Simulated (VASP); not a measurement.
# TePb (Pm-3m) in VASP: notebook

The runs below take TePb through single point, with r2SCAN0, PBEsol.

Everything below comes from runs of VASP 6.6.1. Logs are shortened: lines on timing, memory, paths and dates and some standing lists are left out, and cuts for length are marked.

### 1 The cell of the first run

It takes space group Pm-3m (No. 221, cubic). Conventional cell: a = 4.081 Å, b = 4.081 Å, c = 4.081 Å, α = 90.00°, β = 90.00°, γ = 90.00°. Within 4.6 Å of Pb (site symmetry m-3m) lie 8 Te at 3.53 Å and 6 Pb at 4.08 Å. Within 4.6 Å of Te (site symmetry m-3m) lie 8 Pb at 3.53 Å and 6 Te at 4.08 Å.

### 2 Single point, r2SCAN0

The input, POSCAR:

```
TePb
1.0
    4.0807831442      0.0000000000      0.0000000000
    0.0000000000      4.0807831442      0.0000000000
    0.0000000000      0.0000000000      4.0807831442
Pb Te
1 1
Direct
    0.0000000000      0.0000000000      0.0000000000
    0.5000000000      0.5000000000      0.5000000000
```

The input, INCAR.step1:

```
PREC = Accurate ; ENCUT = 520
EDIFF = 1E-5 ; ISMEAR = -1
SIGMA = 0.05 ; LREAL = F
LASPH = T ; NELM = 80
ALGO = Normal ; ISIF = 2
LWAVE = T ; LCHARG = F
GGA = PE ; NBANDS = 17
```

The input, INCAR.step2:

```
PREC = Accurate ; ENCUT = 520
EDIFF = 1E-6 ; ISMEAR = -1
SIGMA = 0.05 ; LREAL = F
LASPH = T ; NELM = 80
ALGO = Normal ; ISIF = 2
LWAVE = F ; LCHARG = F
METAGGA = R2SCAN ; LHFCALC = T
AEXX = 0.25 ; LMIXTAU = T
PRECFOCK = Normal ; ISTART = 1
NBANDS = 17
```

The input, KPOINTS:

```
regular mesh
0
Gamma
  4 4 4
```

Potentials or basis: VASP PAW PBE potentials, release 64 (Pb_d, Te).

Command:

```console
$ cat potpaw_PBE.64/Pb_d/POTCAR potpaw_PBE.64/Te/POTCAR > POTCAR
$ cp INCAR.step1 INCAR
$ mpirun -np 1 vasp_std > vasp.out
$ cp INCAR.step2 INCAR
$ mpirun -np 1 vasp_std > vasp.out
```

OUTCAR:

```text
PREC = Accurate
   ENCUT = 520
   EDIFF = 1E-6
   ISMEAR = -1
   LREAL = F
   LASPH = T
   NELM = 80
   ISIF = 2
   METAGGA = R2SCAN
   LHFCALC = T
   AEXX = 0.25
   PRECFOCK = Normal
   ISTART = 1

 ion  position               nearest neighbor table
   1  0.000  0.000  0.000-   2 3.53   2 3.53   2 3.53   2 3.53   2 3.53   2 3.53   2 3.53   2 3.53

   2  0.500  0.500  0.500-   1 3.53   1 3.53   1 3.53   1 3.53   1 3.53   1 3.53   1 3.53   1 3.53

  LATTYP: Found a simple cubic cell.
 ALAT       =     4.0807831442

  Lattice vectors:

 A1 = (   4.0807831442,   0.0000000000,   0.0000000000)
 A2 = (   0.0000000000,   4.0807831442,   0.0000000000)
 A3 = (   0.0000000000,   0.0000000000,   4.0807831442)

Analysis of symmetry for initial positions (statically):
=====================================================================
 Subroutine PRICEL returns:
 Original cell was already a primitive cell.

 Routine SETGRP: Setting up the symmetry group for a
 simple cubic supercell.

 Subroutine GETGRP returns: Found 48 space group operations
 (whereof 48 operations were pure point group operations)
 out of a pool of 48 trial point group operations.

The static configuration has the point symmetry O_h .

Analysis of symmetry for dynamics (positions and initial velocities):
=====================================================================
 Subroutine PRICEL returns:
 Original cell was already a primitive cell.

 Routine SETGRP: Setting up the symmetry group for a
 simple cubic supercell.

 Subroutine GETGRP returns: Found 48 space group operations
 (whereof 48 operations were pure point group operations)
 out of a pool of 48 trial point group operations.

The dynamic configuration has the point symmetry O_h .

 Subroutine INISYM returns: Found 48 space group operations
 (whereof 48 operations are pure point group operations),
 and found     1 'primitive' translations

----------------------------------------------------------------------------------------

                                     Primitive cell

  volume of cell :      67.9564

  direct lattice vectors                    reciprocal lattice vectors
     4.080783144  0.000000000  0.000000000     0.245051002  0.000000000  0.000000000
     0.000000000  4.080783144  0.000000000     0.000000000  0.245051002  0.000000000
     0.000000000  0.000000000  4.080783144     0.000000000  0.000000000  0.245051002

[... 73 lines left out ...]
   NFREE  =      0    steps in history (QN), initial steepest desc. (CG)
   ISIF   =      2    stress and relaxation
   ISYM   =      3    0-nonsym 1-usesym 2-fastsym
   POTIM  = 0.5000    time-step for ionic-motion
   TEBEG  =    0.0;   TEEND  =   0.0 temperature during run
   PSTRESS=    0.0 pullay stress
   NELECT =      20.0000    total number of electrons
   NUPDOWN=      -1.0000    fix difference up-down
   EMIN   =  10.00;   EMAX   =-10.00  energy-range for DOS
   EFERMI =   0.00;   METHOD = LEGACY
   ISMEAR =    -1;   SIGMA  =   0.05  broadening in eV -4-tet -1-fermi 0-gaus
   EFERMI_NEDOS =   21; number of points for ismear=-14 and -15
   IALGO  =     38    algorithm
   IMIX   =      1    mixing-type and parameters
     AMIX     =   0.40;   BMIX     =  1.00
     AMIX_MAG =   1.60;   BMIX_MAG =  1.00
  volume/ion in A,a.u.               =      33.98       229.30
  Fermi-wavevector in a.u.,A,eV,Ry     =   1.088950  2.057817 16.133956  1.185812
  Thomas-Fermi vector in A             =   2.225143
   LORBIT       =      0    0 simple, 1 ext, 2 COOP (PROOUT), +10 PAW based schemes
   METAGGA = R2SCAN    functional components
   LHFCALC =     T    Hartree Fock is set to
   PRECFOCK=normal    Normal, Fast or Accurate (Low or Medium for compatibility)
   ENCUT4O =  -1.0   cutoff for four orbital integrals eV
   NKREDX  =     1    reduce k-point grid by
   NKREDY  =     1    reduce k-point grid by
   NKREDZ  =     1    reduce k-point grid by
   AEXX    =    0.2500 exact exchange contribution
   HFSCREEN=    0.0000 screening length (either q_TF or 0.3 A-1)
   HFSCREENC=   0.0000 screening length for correlation (either q_TF or 0.3 A-1)
   ENCUTFOCK=  -1.0 apply spherical cutoff to Coloumb kernel
   IVDW    =     0    specifies the selected vdW correction
   LEPSILON=     F    determine dielectric tensor
   LRPA    =     F    only Hartree local field effects (RPA)
 non-spin polarized calculation
  energy-cutoff  :      520.00
  volume of cell :       67.96
 maximum number of plane-waves:      1856
  NGX = 24; NGY = 24; NGZ = 24

 number of electron      19.9999998 magnetization

 Free energy of the ion-electron system (eV)
  ---------------------------------------------------
  ext. energy  EPLUGINS =         0.00000000
  ---------------------------------------------------
  free energy    TOTEN  =       -66.11238627 eV

  energy without entropy =      -66.11231463  energy(sigma->0) =      -66.11235045

 E-fermi :   5.4947     XC(G=0):  -7.7288

 val. band max:        5.0729767970   @ k =   0.5000   0.2500   0.0000
 cond. band min:       5.8467756353   @ k =   0.5000   0.5000   0.0000
 fundamental gap:      0.7737988383
 Fermi energy:         5.4946563431

 k-point     1 :       0.0000    0.0000    0.0000
  band No.  band energies     occupation
      1     -14.6497      2.00000
      2     -14.6497      2.00000
      3     -14.5818      2.00000
      4     -14.5818      2.00000
      5     -14.5818      2.00000
      6      -8.2770      2.00000
[... 177 lines left out ...]
      4     -14.5584      2.00000
      5     -14.5584      2.00000
      6      -5.6840      2.00000
[... 9 lines left out ...]
     16      20.5899      0.00000
     17      21.6459      0.00000

------------------------ aborting loop because EDIFF is reached ----------------------------------------

  FORCE on cell =-STRESS in cart. coord.  units (eV):
  Direction    XX          YY          ZZ          XY          YZ          ZX
  --------------------------------------------------------------------------------------
  -------------------------------------------------------------------------------------
  Total       -1.2955514     -1.2955514     -1.2955514     -0.0000000     -0.0000000     -0.0000000
  in kB      -30.5446178    -30.5446178    -30.5446178     -0.0000000     -0.0000000     -0.0000000
  external PRESSURE =     -30.5446178 kB  Pullay stress =       0.0000000 kB

 VOLUME and BASIS-vectors are now :
 -----------------------------------------------------------------------------
  energy-cutoff  :      520.00
  volume of cell :       67.96
      direct lattice vectors                 reciprocal lattice vectors
     4.080783144  0.000000000  0.000000000     0.245051002  0.000000000  0.000000000
     0.000000000  4.080783144  0.000000000     0.000000000  0.245051002  0.000000000
     0.000000000  0.000000000  4.080783144     0.000000000  0.000000000  0.245051002

 POSITION                                       TOTAL-FORCE (eV/Angst)
 -----------------------------------------------------------------------------------
      0.00000      0.00000      0.00000         0.000000      0.000000      0.000000
      2.04039      2.04039      2.04039         0.000000      0.000000      0.000000
 -----------------------------------------------------------------------------------
    total drift:                               -0.000001     -0.000002     -0.000002

  FREE ENERGIE OF THE ION-ELECTRON SYSTEM (eV)
  ---------------------------------------------------
  free  energy   TOTEN  =       -66.1123862680 eV

  energy  without entropy=      -66.1123146300  energy(sigma->0) =      -66.11235045
```

OUTCAR.step1:

```text
PREC = Accurate
   ENCUT = 520
   EDIFF = 1E-5
   ISMEAR = -1
   LREAL = F
[... 405 lines left out ...]
      0.00000      0.00000      0.00000         0.000000      0.000000      0.000000
      2.04039      2.04039      2.04039         0.000000      0.000000      0.000000
 -----------------------------------------------------------------------------------
    total drift:                                0.000000     -0.000000     -0.000000

  FREE ENERGIE OF THE ION-ELECTRON SYSTEM (eV)
  ---------------------------------------------------
  free  energy   TOTEN  =        -6.9371792192 eV

  energy  without entropy=       -6.9172230860  energy(sigma->0) =       -6.92720115
```

OSZICAR.step1:

```text
N       E                     dE             d eps       ncg     rms          rms(c)
DAV:   1     0.153113924813E+03    0.15311E+03   -0.92338E+03   340   0.114E+03
DAV:   2     0.346322295301E+01   -0.14965E+03   -0.14499E+03   367   0.297E+02
DAV:   3    -0.694968186248E+01   -0.10413E+02   -0.10328E+02   448   0.836E+01
DAV:   4    -0.721675617467E+01   -0.26707E+00   -0.26688E+00   479   0.151E+01
DAV:   5    -0.722417045363E+01   -0.74143E-02   -0.74140E-02   444   0.212E+00    0.302E+00
DAV:   6    -0.694563252396E+01    0.27854E+00   -0.57323E-01   458   0.471E+00    0.198E+00
DAV:   7    -0.693981161655E+01    0.58209E-02   -0.11554E-01   443   0.146E+00    0.128E+00
DAV:   8    -0.697563446452E+01   -0.35823E-01   -0.18006E-01   447   0.273E+00    0.877E-01
DAV:   9    -0.693759426869E+01    0.38040E-01   -0.78579E-02   464   0.173E+00    0.141E-01
DAV:  10    -0.693722962969E+01    0.36464E-03   -0.73467E-03   394   0.437E-01    0.737E-02
DAV:  11    -0.693718924169E+01    0.40388E-04   -0.90083E-04   404   0.154E-01    0.705E-02
DAV:  12    -0.693717727499E+01    0.11967E-04   -0.75777E-05   425   0.423E-02    0.405E-02
DAV:  13    -0.693717921922E+01   -0.19442E-05   -0.77524E-06   253   0.181E-02
   1 F= -.69371792E+01 E0= -.69272012E+01  d E =-.199561E-01
```

Wall time 10 min (1 thread of Intel Xeon Platinum 8259CL at 2.50GHz (Skylake/Cascade Lake), shared host); peak memory 0.19 GiB.

What came out:

```yaml
Free_energy: -66.1124 eV
Pressure: -3.1 GPa
Band_gap_on_the_k_mesh: zero (bands 10 and 11 overlap by 1.30 eV)
```

Levels at points of the mesh, in eV from the Fermi level:
```
           k point  band 7  band 8  band 9  band 10  band 11  band 12  band 13  band 14
(0.00, 0.00, 0.00)   -8.03   -2.16   -2.16    -2.16     5.19     5.19     6.10     6.10
(0.50, 0.00, 0.00)  -10.47   -1.34   -0.66    -0.66     0.87     3.06     3.06     6.70
(0.50, 0.50, 0.00)   -9.29   -5.11   -5.11     0.35     4.32     4.66     4.66     7.21
(0.50, 0.50, 0.50)   -8.55   -3.05   -3.05    -3.05    -0.95    -0.95    -0.95    15.10
```

Caveat: the k points lie up to 0.38 Å⁻¹ apart, too coarse for converged energies and pressures of a metal; the PAW data sets were made with another functional, which shifts forces and pressure a little; spin-orbit coupling is left out, which moves the levels of the heavy elements.

### 3 Single point, PBEsol

This run uses another cell than the first one, of 32.05 Å³/atom.

The input, INCAR:

```
SYSTEM = TePb
PREC = Accurate
ENCUT = 520
EDIFF = 1E-6
ISMEAR = 0
SIGMA = 0.05
LREAL = .FALSE.
LASPH = .TRUE.
NELM = 100
ALGO = Normal
ISIF = 2
LWAVE = .FALSE.
LCHARG = .FALSE.
GGA = PS
NBANDS = 17
```

The input, KPOINTS:

```
Automatic mesh
0
G
  6 6 6
  0 0 0
```

The input, POSCAR:

```
TePb
1.0
    4.0022870000      0.0000000000      0.0000000000
    0.0000000000      4.0022870000      0.0000000000
    0.0000000000      0.0000000000      4.0022870000
Pb Te
1 1
Direct
    0.0000000000      0.0000000000      0.0000000000
    0.5000000000      0.5000000000      0.5000000000
```

Potentials or basis: VASP PAW PBE potentials, release 64 (Pb_d, Te).

Command:

```console
$ cat potpaw_PBE.64/Pb_d/POTCAR potpaw_PBE.64/Te/POTCAR > POTCAR
$ mpirun -np 1 vasp_std > vasp.out
```

Wall time 21 s (1 thread of AMD EPYC 7R43 (Zen 3), shared host); peak memory 0.14 GiB.

It converged, with:

```
Free energy            : -7.8491 eV
Pressure               : -3.0 GPa
Band gap on the k mesh : zero (bands 10 and 11 overlap by 1.28 eV)
```

Levels at points of the mesh, in eV from the Fermi level:
| k point | band 7 | band 8 | band 9 | band 10 | band 11 | band 12 | band 13 | band 14 |
| --- | --- | --- | --- | --- | --- | --- | --- | --- |
| (0.00, 0.00, 0.00) | -6.80 | -1.59 | -1.59 | -1.59 | 3.95 | 3.95 | 5.23 | 5.23 |
| (0.50, 0.00, 0.00) | -9.07 | -0.79 | -0.17 | -0.17 | 0.14 | 2.31 | 2.31 | 5.29 |
| (0.50, 0.50, 0.00) | -7.91 | -4.42 | -4.42 | 0.21 | 3.50 | 3.67 | 3.67 | 5.96 |
| (0.50, 0.50, 0.50) | -7.16 | -2.50 | -2.50 | -2.50 | -1.08 | -1.08 | -1.08 | 13.48 |

Caveat: the cell stands under tension; the PAW data sets were made with another functional, which shifts forces and pressure a little; spin-orbit coupling is left out, which moves the levels of the heavy elements.
